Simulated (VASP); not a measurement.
# Ti (C2/m) in VASP: notebook

Ti is run at these levels: PBEsol; tasks: single point.

All numbers are computed with VASP 6.6.1; they aren't measurements. Logs are shortened: lines on timing, memory, paths and dates and some standing lists are left out, and cuts for length are marked.

### 1 The cell of the first run

The structure is monoclinic, space group C2/m (No. 12). Conventional cell: a = 5.110 Å, b = 2.950 Å, c = 4.686 Å, α = 90.00°, β = 90.00°, γ = 90.00°. Within 3.3 Å of Ti (site symmetry m) lie 12 Ti at 2.46 to 3.23 Å.

### 2 Single point, PBEsol (atom 1 (Ti) moved by (+0.450, -0.225) A along y and z)

File INCAR:

```
SYSTEM = Ti
  PREC = Accurate
  ENCUT = 520
  EDIFF = 1E-6
  ISMEAR = 0
  SIGMA = 0.15
  LREAL = .FALSE.
  LASPH = .TRUE.
  NELM = 60
  ALGO = Fast
  ISIF = 2
  LWAVE = .FALSE.
  LCHARG = .TRUE.
  GGA = PS
  LELF = .TRUE.
  LVHAR = .TRUE.
  NBANDS = 19
```

File KPOINTS:

```
Automatic mesh
0
G
  18 18 10
  0 0 0
```

File POSCAR:

```
Ti
1.0
    2.9499978604      0.0000000000      0.0000000000
   -1.4749989302      2.5547730882      0.0000000000
    0.0000000000      0.0000000000      4.6860000000
Ti
2
Direct
    0.4214037773      0.8428075545      0.2019846351
    0.6666666667      0.3333333333      0.7500000000
```

Potentials or basis: VASP PAW PBE potentials, release 64 (Ti_sv).

Launch:

```
> cat potpaw_PBE.64/Ti_sv/POTCAR > POTCAR
> mpirun -np 1 vasp_std > vasp.out
```

OUTCAR:

```text
SYSTEM = Ti
   PREC = Accurate
   ENCUT = 520
   EDIFF = 1E-6
   ISMEAR = 0
   LREAL = .FALSE.
   LASPH = .TRUE.
   NELM = 60
   ISIF = 2
   GGA = PS

 ion  position               nearest neighbor table
   1  0.421  0.843  0.202-   2 2.46   2 2.86   2 2.89   2 2.89
   2  0.667  0.333  0.750-   1 2.46   1 2.86   1 2.89   1 2.89

  LATTYP: Found a hexagonal cell.
 ALAT       =     2.9499978604
 C/A-ratio  =     1.5884757284

  Lattice vectors:

 A1 = (   2.9499978604,   0.0000000000,   0.0000000000)
 A2 = (  -1.4749989302,   2.5547730882,   0.0000000000)
 A3 = (   0.0000000000,   0.0000000000,   4.6860000000)

Analysis of symmetry for initial positions (statically):
=====================================================================
 Subroutine PRICEL returns:
 Original cell was already a primitive cell.

 Routine SETGRP: Setting up the symmetry group for a
 hexagonal supercell.

 Subroutine GETGRP returns: Found  4 space group operations
 (whereof  2 operations were pure point group operations)
 out of a pool of 24 trial point group operations.

The static configuration has the point symmetry C_1h.
 The point group associated with its full space group is C_2h.

Analysis of symmetry for dynamics (positions and initial velocities):
=====================================================================
 Subroutine PRICEL returns:
 Original cell was already a primitive cell.

 Routine SETGRP: Setting up the symmetry group for a
 hexagonal supercell.

 Subroutine GETGRP returns: Found  4 space group operations
 (whereof  2 operations were pure point group operations)
 out of a pool of 24 trial point group operations.

The dynamic configuration has the point symmetry C_1h.
 The point group associated with its full space group is C_2h.

 Subroutine INISYM returns: Found  4 space group operations
 (whereof  2 operations are pure point group operations),
 and found     1 'primitive' translations

----------------------------------------------------------------------------------------

                                     Primitive cell

  volume of cell :      35.3164

  direct lattice vectors                    reciprocal lattice vectors
     2.949997860  0.000000000  0.000000000     0.338983297  0.195712098  0.000000000
    -1.474998930  2.554773088  0.000000000     0.000000000  0.391424195  0.000000000
     0.000000000  0.000000000  4.686000000     0.000000000  0.000000000  0.213401622

  length of vectors
     2.949997860  2.949997860  4.686000000     0.391424195  0.391424195  0.213401622

  position of ions in fractional coordinates (direct lattice)
     0.421403777  0.842807554  0.201984635
     0.666666667  0.333333333  0.750000000

  ion indices of the primitive-cell ions
   primitive index   ion index
                 1           1
                 2           2

----------------------------------------------------------------------------------------

 KPOINTS: Automatic mesh

Automatic generation of k-mesh.
 Grid dimensions read from file:
 generate k-points for:   18   18   10

 Generating k-lattice:

  Cartesian coordinates                     Fractional coordinates (reciprocal lattice)
     0.018832405  0.010872894  0.000000000     0.055555556  0.000000000  0.000000000
     0.000000000  0.021745789  0.000000000     0.000000000  0.055555556  0.000000000
     0.000000000  0.000000000  0.021340162     0.000000000  0.000000000  0.100000000

  Length of vectors
     0.021745789  0.021745789  0.021340162

  Shift w.r.t. Gamma in fractional coordinates (k-lattice)
     0.000000000  0.000000000  0.000000000

 Subroutine IBZKPT returns following result:
 ===========================================

 Found    866 irreducible k-points:

 Following reciprocal coordinates:
            Coordinates               Weight
  0.000000  0.000000  0.000000      1.000000
  0.055556  0.000000  0.000000      4.000000
  0.000000  0.055556  0.000000      2.000000
  0.111111  0.000000  0.000000      4.000000
  0.000000  0.111111  0.000000      2.000000
  0.166667  0.000000  0.000000      4.000000
[... 16 lines left out ...]
 -0.055556  0.166667  0.000000      4.000000
 -0.166667  0.111111  0.000000      4.000000
 [... further k-points ...]
   k-points           NKPTS =    866   k-points in BZ     NKDIM =    866   number of bands    NBANDS=     19
   number of dos      NEDOS =    301   number of ions     NIONS =      2
   total plane-waves  NPLWV =  20736
   dimension x,y,z NGX =    24 NGY =   24 NGZ =   36
   dimension x,y,z NGXF=    48 NGYF=   48 NGZF=   72
   ions per type =               2
   NGX,Y,Z   is equivalent  to a cutoff of  13.53, 13.53, 12.77 a.u.
   NGXF,Y,Z  is equivalent  to a cutoff of  27.05, 27.05, 25.54 a.u.
 SYSTEM =  Ti
   PREC   = accura    normal or accurate (medium, high low for compatibility)
   ISTART =      0    job   : 0-new  1-cont  2-samecut
   ICHARG =      2    charge: 1-file 2-atom 10-const
   ISPIN  =      1    spin polarized calculation?
   LNONCOLLINEAR =      F non collinear calculations
   LSORBIT =      F    spin-orbit coupling
   LASPH  =      T    aspherical Exc in radial PAW
   ENCUT  =  520.0 eV  38.22 Ry    6.18 a.u.   5.49  5.49  8.71*2*pi/ulx,y,z
   NELM   =     60;   NELMIN=  2; NELMDL= -5     # of ELM steps
   EDIFF  = 0.1E-05   stopping-criterion for ELM
   LREAL  =      F    real-space projection
   EDIFFG = 0.1E-04   stopping-criterion for IOM
   NSW    =      0    number of steps for IOM
   IBRION =     -1    ionic relax: 0-MD 1-quasi-New 2-CG
   NFREE  =      0    steps in history (QN), initial steepest desc. (CG)
   ISIF   =      2    stress and relaxation
   ISYM   =      2    0-nonsym 1-usesym 2-fastsym
   POTIM  = 0.5000    time-step for ionic-motion
   TEBEG  =    0.0;   TEEND  =   0.0 temperature during run
   PSTRESS=    0.0 pullay stress
   NELECT =      24.0000    total number of electrons
   NUPDOWN=      -1.0000    fix difference up-down
   EMIN   =  10.00;   EMAX   =-10.00  energy-range for DOS
   EFERMI =   0.00;   METHOD = LEGACY
   ISMEAR =     0;   SIGMA  =   0.15  broadening in eV -4-tet -1-fermi 0-gaus
   EFERMI_NEDOS =   21; number of points for ismear=-14 and -15
   IALGO  =     68    algorithm
   IMIX   =      4    mixing-type and parameters
     AMIX     =   0.40;   BMIX     =  1.00
     AMIX_MAG =   1.60;   BMIX_MAG =  1.00
  volume/ion in A,a.u.               =      17.66       119.16
  Fermi-wavevector in a.u.,A,eV,Ry     =   1.439306  2.719894 28.185854  2.071602
  Thomas-Fermi vector in A             =   2.558176
   LORBIT       =      0    0 simple, 1 ext, 2 COOP (PROOUT), +10 PAW based schemes
   GGA     = PS    functional components
   LHFCALC =     F    Hartree Fock is set to
   AEXX    =    0.0000 exact exchange contribution
   IVDW    =     0    specifies the selected vdW correction
   LEPSILON=     F    determine dielectric tensor
   LRPA    =     F    only Hartree local field effects (RPA)
 non-spin polarized calculation
 RMM-DIIS sequential band-by-band and
 Gauss-broadening in eV      SIGMA  =   0.15
  energy-cutoff  :      520.00
  volume of cell :       35.32
 maximum number of plane-waves:       980
 NGX is ok and might be reduce to    24
   NGX = 11   NGY = 11   NGZ = 17

 number of electron      24.0000002 magnetization

 Free energy of the ion-electron system (eV)
  ---------------------------------------------------
  ext. energy  EPLUGINS =         0.00000000
  ---------------------------------------------------
  free energy    TOTEN  =       -16.44157117 eV

  energy without entropy =      -16.41331082  energy(sigma->0) =      -16.42744099

 E-fermi :   7.9101     XC(G=0): -11.5234

 val. band max:        7.9099675310   @ k =   0.3889   0.3333   0.2000
 cond. band min:       7.9116170599   @ k =  -0.1111  -0.1111   0.1000
 fundamental gap:      0.0016495289
 Fermi energy:         7.9100740205

 k-point     1 :       0.0000    0.0000    0.0000
  band No.  band energies     occupation
      1     -48.6378      2.00000
      2     -48.4305      2.00000
      3     -25.4118      2.00000
      4     -24.6942      2.00000
      5     -24.6436      2.00000
      6     -24.6245      2.00000
[... 11 lines left out ...]
     18      10.4090      0.00000
     19      10.5869      0.00000

 k-point     2 :       0.0556    0.0000    0.0000
  band No.  band energies     occupation
      1     -48.6350      2.00000
      2     -48.4292      2.00000
      3     -25.4071      2.00000
      4     -24.7029      2.00000
      5     -24.6562      2.00000
      6     -24.6337      2.00000
[... 11 lines left out ...]
     18      10.4903      0.00000
     19      10.7228      0.00000

 k-point     3 :       0.0000    0.0556    0.0000
  band No.  band energies     occupation
      1     -48.6345      2.00000
      2     -48.4296      2.00000
      3     -25.4058      2.00000
      4     -24.7095      2.00000
      5     -24.6561      2.00000
      6     -24.6184      2.00000
[... 11 lines left out ...]
     18      10.2339      0.00000
     19      10.7551      0.00000

 k-point     4 :       0.1111    0.0000    0.0000
  band No.  band energies     occupation
      1     -48.6269      2.00000
      2     -48.4254      2.00000
      3     -25.3936      2.00000
      4     -24.7376      2.00000
      5     -24.6827      2.00000
      6     -24.6585      2.00000
[... 11 lines left out ...]
     18      10.3840      0.00000
     19      11.0412      0.00000

 k-point     5 :       0.0000    0.1111    0.0000
  band No.  band energies     occupation
      1     -48.6250      2.00000
      2     -48.4272      2.00000
      3     -25.3884      2.00000
      4     -24.7516      2.00000
      5     -24.6798      2.00000
      6     -24.6130      2.00000
[... 11 lines left out ...]
     18      10.0197      0.00000
     19      10.9657      0.00000
[... 334 lines left out ...]
      2     -48.4262      2.00000
      3     -25.3993      2.00000
      4     -24.7173      2.00000
      5     -24.6714      2.00000
      6     -24.6683      2.00000
[... 11 lines left out ...]
     18      10.3562      0.00000
     19      11.2967      0.00000

 k-point    22 :       0.1111    0.0556    0.0000
  band No.  band energies     occupation
      1     -48.6178      2.00000
      2     -48.4232      2.00000
      3     -25.3774      2.00000
      4     -24.7810      2.00000
      5     -24.7107      2.00000
      6     -24.6502      2.00000
[... 11 lines left out ...]
     18      10.3023      0.00000
     19      10.9287      0.00000

 k-point    23 :      -0.0556    0.1667    0.0000
  band No.  band energies     occupation
      1     -48.6164      2.00000
      2     -48.4246      2.00000
      3     -25.3736      2.00000
      4     -24.7856      2.00000
      5     -24.7061      2.00000
      6     -24.6311      2.00000
[... 11 lines left out ...]
     18      10.0337      0.00000
     19      11.0288      0.00000

 k-point    24 :      -0.1667    0.1111    0.0000
  band No.  band energies     occupation
      1     -48.6200      2.00000
      2     -48.4210      2.00000
      3     -25.3832      2.00000
      4     -24.7665      2.00000
      5     -24.7095      2.00000
      6     -24.6906      2.00000
[... 11 lines left out ...]
     18      10.1380      0.00000
     19      11.5519      0.00000

 [... further k-points ...]
[... 5 lines left out ...]
  --------------------------------------------------------------------------------------
  -------------------------------------------------------------------------------------
  Total       -2.5920702     -0.2590061     -0.5626529      0.0000000     -0.7296143      0.0000000
  in kB     -117.5928793    -11.7501711    -25.5255335      0.0000000    -33.0999683      0.0000000
  external PRESSURE =     -51.6228613 kB  Pullay stress =       0.0000000 kB

 VOLUME and BASIS-vectors are now :
 -----------------------------------------------------------------------------
  energy-cutoff  :      520.00
  volume of cell :       35.32
      direct lattice vectors                 reciprocal lattice vectors
     2.949997860  0.000000000  0.000000000     0.338983297  0.195712098  0.000000000
    -1.474998930  2.554773088  0.000000000     0.000000000  0.391424195  0.000000000
     0.000000000  0.000000000  4.686000000     0.000000000  0.000000000  0.213401622

 POSITION                                       TOTAL-FORCE (eV/Angst)
 -----------------------------------------------------------------------------------
      0.00000      2.15318      0.94650        -0.000000     -0.563441      0.885582
      1.47500      0.85159      3.51450         0.000000      0.563441     -0.885582
 -----------------------------------------------------------------------------------
    total drift:                               -0.000001     -0.000024     -0.000008

  FREE ENERGIE OF THE ION-ELECTRON SYSTEM (eV)
  ---------------------------------------------------
  free  energy   TOTEN  =       -16.4415711705 eV

  energy  without entropy=      -16.4133108170  energy(sigma->0) =      -16.42744099
```

It took 40 min on 1 thread of Intel Xeon 8259CL, shared host; peak memory 0.55 GiB.

What came out:

```
Free energy            : -16.4416 eV
Pressure               : -5.2 GPa
Largest force          : 1.050 eV/Å
Band gap on the k mesh : zero (bands 12 and 13 overlap by 1.28 eV)
```

Forces in eV/Å, atoms in the order of the input:
```
Ti   0.000 -0.563  0.886
Ti   0.000  0.563 -0.886
```

Stress tensor (GPa, compression positive):
```
-11.76   0.00   0.00
  0.00  -1.18  -3.31
  0.00  -3.31  -2.55
```

Caveat: the cell differs from its parent crystal (atom 1 (Ti) moved by (+0.450, -0.225) A along y and z); the cell stands under tension; the PAW data sets were made with another functional, which shifts forces and pressure a little.

[end of part 1 of 2]
